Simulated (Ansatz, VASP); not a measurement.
One calculation of WC, two programs

INCAR

```
  ALGO = Normal
  EDIFF = 1E-7
  ENCUT = 520
  GGA = PS
  ISIF = 2
  ISMEAR = 0
  LASPH = T
  LCHARG = T
  LELF = T
  LREAL = F
  LVHAR = T
  LWAVE = F
  NBANDS = 16
  NELM = 60
  PREC = Accurate
  SIGMA = 0.15
```

File KPOINTS:

```
k-points
0
Gamma
  18 18 18
```

POSCAR

```
WC
1.0
    0.0000000000      2.3023182000      2.2475011000
    2.3023182000      0.0000000000      2.2475011000
    2.3023182000      2.3023182000      0.0000000000
W C
1 1
Direct
    0.0000000000      0.0000000000      0.0000000000
    0.5000000000      0.5000000000      0.5000000000
```

Input for Ansatz:

```yaml
crystal:
  lattice:
    - [0.0, 2.3023182, 2.2475011]
    - [2.3023182, 0.0, 2.2475011]
    - [2.3023182, 2.3023182, 0.0]
  atoms:
    - { symbol: W, position: [0.0, 0.0, 0.0] }
    - { symbol: C, position: [0.5, 0.5, 0.5] }
basis:
  ecutwfc: 420
kpoints:
  mp_grid: { grid: [18, 18, 18] }
hamiltonian:
  xc: pbesol
scf:
  occupations: { method: gaussian, width: 0.15 }
output:
  forces: true
  stress: true
  eigenvalues: true
```

Change from the starting cell: strain +0.050 along x and y, +0.025 along z, atoms carried along.

Alike in both runs: task single point; functional PBEsol; k mesh 18 × 18 × 18; occupations gaussian, width 0.15 eV; no spin polarisation.

```csv
,VASP,Ansatz
version,VASP 6.6.1,Ansatz 0.2.0
potentials or method,"VASP PAW PBE potentials, release 64 (W_sv, C), cutoff 520 eV","scalar-relativistic, plane waves, PAW"
valence electrons in the cell,18,18
```

|  | VASP | Ansatz | Ansatz less VASP |
| --- | --- | --- | --- |
| gap on the k mesh at the Fermi level (eV) | none | none | - |
| pressure (GPa) | -41.3 | -41.8 | -0.58 |
| traceless stress, the component that is largest in VASP (GPa) | 4.52 | 4.48 | -0.039 |

VASP's potentials were made for PBE, not for PBEsol. A gap of «none» marks a metal or a gap that the smearing closes. Both programs put the cell under strong tension, so it lies far from rest at this level.

Neither program's run includes spin-orbit coupling. Noted on VASP's run: the cell as given lies far from equilibrium.
